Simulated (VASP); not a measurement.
# Si6W in VASP: a series of runs

Si6W is run at these levels: PBEsol; tasks: single point.

Program: VASP 6.6.1. These are calculated values, not measurements. Logs are shortened: lines on timing, memory, paths and dates and some standing lists are left out, and cuts for length are marked.

**1. The cell of the first run**

The cell holds a slab with vacuum, 7 atoms: a = 3.825 Å, b = 3.825 Å, c = 26.121 Å, α = 90.00°, β = 90.00°, γ = 120.00°.

**2. Single point, PBEsol, collinear spin**

Input file INCAR:

```
SYSTEM = Si6W
ALGO = Fast
DIPOL = 0.5 0.5 0.483
EDIFF = 1E-6
ENCUT = 520
GGA = PS
IDIPOL = 3
ISIF = 2
ISMEAR = 0
ISPIN = 2
LASPH = .True.
LCHARG = .False.
LDIPOL = .True.
LMAXMIX = 4
LORBIT = 11
LREAL = .False.
LWAVE = .False.
MAGMOM = 0 0 0 0 0 0 4
NBANDS = 32
NELM = 150
PREC = Accurate
SIGMA = 0.05
```

Input file KPOINTS:

```
k-points
0
Gamma
  9 9 1
  0 0 0
```

Input file POSCAR:

```
Si6W
1.0
    3.8248883545      0.0000000000      0.0000000000
   -1.9124441773      3.3124504817      0.0000000000
    0.0000000000      0.0000000000     26.1211317213
Si W
6 1
Direct
    0.6666666667      0.3333333333      0.3254070340
    0.3333333333      0.6666666667      0.3559122531
    0.3333333333      0.6666666667      0.4464642100
    0.6666666667      0.3333333333      0.4756407863
    0.6666666667      0.3333333333      0.5672640819
    0.3333333333      0.6666666667      0.5929366410
    1.0000000000      1.0000000000      0.6186795259
```

Potentials or basis: VASP PAW PBE potentials, release 64 (Si, W_sv).

Started as:

```sh
cat potpaw_PBE.64/Si/POTCAR potpaw_PBE.64/W_sv/POTCAR > POTCAR
mpirun -np 1 vasp_std > vasp.out
```

OUTCAR:

```text
SYSTEM = Si6W
   EDIFF = 1E-6
   ENCUT = 520
   GGA = PS
   ISIF = 2
   ISMEAR = 0
   ISPIN = 2
   LASPH = .True.
   LORBIT = 11
   LREAL = .False.
   NELM = 150
   PREC = Accurate

 ion  position               nearest neighbor table
   1  0.667  0.333  0.325-   2 2.35   2 2.35   2 2.35
   2  0.333  0.667  0.356-   1 2.35   1 2.35   1 2.35   3 2.37
   3  0.333  0.667  0.446-   4 2.34   4 2.34   4 2.34   2 2.37
   4  0.667  0.333  0.476-   3 2.34   3 2.34   3 2.34   5 2.39
   5  0.667  0.333  0.567-   6 2.31   6 2.31   6 2.31   4 2.39   7 2.58   7 2.58   7 2.58
   6  0.333  0.667  0.593-   5 2.31   5 2.31   5 2.31   7 2.31   7 2.31   7 2.31
   7  0.000  0.000  0.619-   6 2.31   6 2.31   6 2.31   5 2.58   5 2.58   5 2.58

  LATTYP: Found a hexagonal cell.
 ALAT       =     3.8248883545
 C/A-ratio  =     6.8292533795

  Lattice vectors:

 A1 = (   3.8248883545,   0.0000000000,   0.0000000000)
 A2 = (  -1.9124441773,   3.3124504817,   0.0000000000)
 A3 = (   0.0000000000,   0.0000000000,  26.1211317213)

Analysis of symmetry for initial positions (statically):
=====================================================================
 Subroutine PRICEL returns:
 Original cell was already a primitive cell.

 Routine SETGRP: Setting up the symmetry group for a
 hexagonal supercell.

 Subroutine GETGRP returns: Found  6 space group operations
 (whereof  6 operations were pure point group operations)
 out of a pool of 24 trial point group operations.

The static configuration has the point symmetry C_3v.

Analysis of symmetry for dynamics (positions and initial velocities):
=====================================================================
 Subroutine PRICEL returns:
 Original cell was already a primitive cell.

 Routine SETGRP: Setting up the symmetry group for a
 hexagonal supercell.

 Subroutine GETGRP returns: Found  6 space group operations
 (whereof  6 operations were pure point group operations)
 out of a pool of 24 trial point group operations.

The dynamic configuration has the point symmetry C_3v.

Analysis of structural, dynamic, and magnetic symmetry:
=====================================================================
 Subroutine PRICEL returns:
 Original cell was already a primitive cell.

 Routine SETGRP: Setting up the symmetry group for a
 hexagonal supercell.
[... 146 lines left out ...]

 Free energy of the ion-electron system (eV)
  ---------------------------------------------------
  ext. energy  EPLUGINS =         0.00000000
  ---------------------------------------------------
  free energy    TOTEN  =       -43.18643689 eV

  energy without entropy =      -43.17872810  energy(sigma->0) =      -43.18258249

 E-fermi :   0.0081     XC(G=0):  -4.5649

 val. band max:       -0.0036631404   @ k =   0.3333   0.2222   0.0000
 cond. band min:       0.0116012827   @ k =   0.0000   0.0000   0.0000
 fundamental gap:      0.0152644231
 Fermi energy:         0.0081043199

 spin component 1

 k-point     1 :       0.0000    0.0000    0.0000
  band No.  band energies     occupation
      1     -73.4909      1.00000
      2     -37.9971      1.00000
      3     -37.8518      1.00000
      4     -37.8518      1.00000
      5     -12.7854      1.00000
      6     -11.6067      1.00000
[... 397 lines left out ...]
     30       5.9442      0.00000
     31       6.0173      0.00000
 Fermi energy:         0.0081043199

 spin component 2

 k-point     1 :       0.0000    0.0000    0.0000
  band No.  band energies     occupation
      1     -73.2802      1.00000
      2     -37.6295      1.00000
      3     -37.6295      1.00000
      4     -37.5895      1.00000
      5     -12.7303      1.00000
      6     -11.4748      1.00000
[... 397 lines left out ...]
     30       6.0867      0.00000
     31       6.1946      0.00000
 [bands above 31 left out]

------------------------ aborting loop because EDIFF is reached ----------------------------------------

 vacuum level on the upper side and lower side of the slab       (xc-potential included)        -0.289         0.032

  FORCE on cell =-STRESS in cart. coord.  units (eV):
  Direction    XX          YY          ZZ          XY          YZ          ZX
  --------------------------------------------------------------------------------------
  -------------------------------------------------------------------------------------
  Total        7.5582004      7.5582004     -0.0801351     -0.0000000      0.0000000      0.0000000
  in kB       36.5905416     36.5905416     -0.3879477     -0.0000000      0.0000000      0.0000000
  external PRESSURE =      24.2643785 kB  Pullay stress =       0.0000000 kB

 VOLUME and BASIS-vectors are now :
 -----------------------------------------------------------------------------
  energy-cutoff  :      520.00
  volume of cell :      330.95
      direct lattice vectors                 reciprocal lattice vectors
     3.824888355  0.000000000  0.000000000     0.261445540  0.150945653  0.000000000
    -1.912444177  3.312450482  0.000000000     0.000000000  0.301891305  0.000000000
     0.000000000  0.000000000 26.121131721     0.000000000  0.000000000  0.038283180

 POSITION                                       TOTAL-FORCE (eV/Angst)
 -----------------------------------------------------------------------------------
      1.91244      1.10415      8.50000         0.000000     -0.000000      0.438283
     -0.00000      2.20830      9.29683         0.000000     -0.000000     -0.691216
     -0.00000      2.20830     11.66215         0.000000     -0.000000      0.117203
      1.91244      1.10415     12.42428         0.000000     -0.000000      0.495615
      1.91244      1.10415     14.81758        -0.000000     -0.000000     -0.989629
     -0.00000      2.20830     15.48818         0.000000     -0.000000      0.592012
      0.00000      0.00000     16.16061        -0.000000      0.000000      0.037731
 -----------------------------------------------------------------------------------
    total drift:                               -0.000000      0.000000     -0.000112

  FREE ENERGIE OF THE ION-ELECTRON SYSTEM (eV)
  ---------------------------------------------------
  free  energy   TOTEN  =       -43.1864368876 eV

  energy  without entropy=      -43.1787281006  energy(sigma->0) =      -43.18258249

 vacuum level on the upper side and lower side of the slab         4.255         4.587

 total charge

# of ion       s       p       d       tot
------------------------------------------
    1        0.793   0.854   0.000   1.647
    2        0.757   0.923   0.000   1.680
    3        0.760   0.933   0.000   1.693
    4        0.757   0.936   0.000   1.692
    5        0.722   0.952   0.000   1.674
    6        0.764   1.069   0.000   1.833
    7        2.366   6.195   3.799  12.359
--------------------------------------------------
tot          6.918  11.861   3.799  22.579

 magnetization (x)

# of ion       s       p       d       tot
------------------------------------------
    1        0.037   0.173   0.000   0.210
    2        0.004   0.014   0.000   0.018
    3        0.009   0.037   0.000   0.046
    4        0.002   0.008   0.000   0.010
    5        0.006   0.004   0.000   0.009
    6        0.000   0.006   0.000   0.006
    7        0.015   0.018   0.458   0.491
--------------------------------------------------
tot          0.072   0.260   0.458   0.791
```

OSZICAR:

```text
N       E                     dE             d eps       ncg     rms          rms(c)
DAV:   1     0.183350668622E+03    0.18335E+03   -0.16935E+04  1760   0.924E+02
DAV:   2    -0.300833546841E+02   -0.21343E+03   -0.20451E+03  1944   0.197E+02
[... 34 lines left out ...]
RMM:  37    -0.431864220400E+02   -0.14830E-04   -0.47978E-07  1248   0.157E-03    0.462E-04
RMM:  38    -0.431864284596E+02   -0.64195E-05   -0.21518E-07  1069   0.116E-03    0.229E-04
RMM:  39    -0.431864327440E+02   -0.42844E-05   -0.14919E-07   945   0.995E-04    0.125E-04
RMM:  40    -0.431864353406E+02   -0.25966E-05   -0.96512E-08   915   0.917E-04    0.116E-04
RMM:  41    -0.431864365819E+02   -0.12413E-05   -0.39335E-08   801   0.822E-04    0.858E-05
RMM:  42    -0.431864368876E+02   -0.30575E-06   -0.93521E-09   658   0.770E-04
   1 F= -.43186437E+02 E0= -.43182582E+02  d E =-.770879E-02  mag=     1.6431
```

Run time: 21 min. Hardware: 1 thread of Oxide Virtual Turin-like, shared host; peak memory 0.58 GiB.

What came out:

```yaml
Free_energy: -43.1864 eV
Largest_force: 0.990 eV/Å
Net_moment: 1.64 μB per cell
Site_moments: Si +0.21, +0.02, +0.05, +0.01 (each value once); W +0.49 μB
Valence_electrons_inside_the_program's_atomic_spheres: Si 1.65, 1.68, 1.69, 1.67, 1.83 (each value once); W 12.36
```

Forces on the atoms (eV/Å):
```
Si   0.000  0.000  0.438
Si   0.000  0.000 -0.691
Si   0.000  0.000  0.117
Si   0.000  0.000  0.496
Si   0.000  0.000 -0.990
Si   0.000  0.000  0.592
W    0.000  0.000  0.038
```

Levels at points of the mesh, in eV from the Fermi level:
Spin up:
| k point | band 17 | band 18 | band 19 | band 20 | band 21 | band 22 | band 23 | band 24 |
| --- | --- | --- | --- | --- | --- | --- | --- | --- |
| (0.00, 0.00, 0.00) | -0.90 | -0.27 | -0.27 | 0.07 | 0.71 | 1.72 | 2.18 | 2.18 |
Spin down:
```
           k point  band 16  band 17  band 18  band 19  band 20  band 21
(0.00, 0.00, 0.00)    -1.02    -0.13    -0.13     0.00     0.51     0.90
```

Caveat: a moment this small can come from the mesh or the smearing; the PAW data sets were made with another functional, which shifts forces and pressure a little; spin-orbit coupling is left out, which moves the levels of the heavy elements.

**3. Single point, PBEsol, collinear spin**

Input file INCAR:

```
SYSTEM = Si6W
ALGO = Normal ; DIPOL = 0.5 0.5 0.485
EDIFF = 1E-6 ; ENCUT = 520
GGA = PS ; IDIPOL = 3
ISIF = 2 ; ISMEAR = 0
ISPIN = 2 ; LASPH = .True.
LCHARG = .True. ; LDIPOL = .True.
LELF = .True. ; LMAXMIX = 4
LORBIT = 11 ; LREAL = .False.
LVACPOTAV = .True. ; LVHAR = .True.
LWAVE = .False. ; MAGMOM = 0 0 0 0 0 0 4
NBANDS = 32 ; NELM = 150
PREC = Accurate ; SIGMA = 0.05
```

KPOINTS is that of step 2.

Edit POSCAR of step 2 so:

```diff
@@ -14,2 +14,2 @@
     0.3333333333      0.6666666667      0.5929366410
-    1.0000000000      1.0000000000      0.6186795259
+    1.0000000000      1.0000000000      0.6301644800
```

Potentials or basis: VASP PAW PBE potentials, release 64 (Si, W_sv).

Started as:

```sh
cat potpaw_PBE.64/Si/POTCAR potpaw_PBE.64/W_sv/POTCAR > POTCAR
mpirun -np 1 vasp_std > vasp.out
```

Wall time 19 min (1 thread of Oxide Virtual Turin-like, shared host); peak memory 0.59 GiB.

The run converged. Its results:

```
Free energy                                           : -42.9325 eV
Largest force                                         : 1.486 eV/Å
Net moment                                            : 0.14 μB per cell
Site moments                                          : Si -0.17, -0.01, -0.04, -0.02, +0.01 (each value once); W +0.56 μB
Valence electrons inside the program's atomic spheres : Si 1.65, 1.68, 1.69, 1.64, 1.77 (each value once); W 12.06
```

Forces on the atoms (eV/Å):
```
Si   0.000  0.000  0.455
Si   0.000  0.000 -0.701
Si   0.000  0.000  0.214
Si   0.000  0.000  0.528
Si   0.000  0.000  0.072
Si   0.000  0.000  0.919
W    0.000  0.000 -1.486
```

Levels at points of the mesh, in eV from the Fermi level:
Spin up:
```
           k point  band 15  band 16  band 17  band 18  band 19  band 20  band 21  band 22  band 23  band 24
(0.00, 0.00, 0.00)    -1.06    -1.06    -0.90    -0.06    -0.06     0.48     0.79     1.49     1.49     1.88
```
Spin down:
```
           k point  band 17  band 18  band 19  band 20  band 21  band 22
(0.00, 0.00, 0.00)    -0.17    -0.17     0.04     0.06     0.81     1.60
```

Caveat: the PAW data sets were made with another functional, which shifts forces and pressure a little; spin-orbit coupling is left out, which moves the levels of the heavy elements.
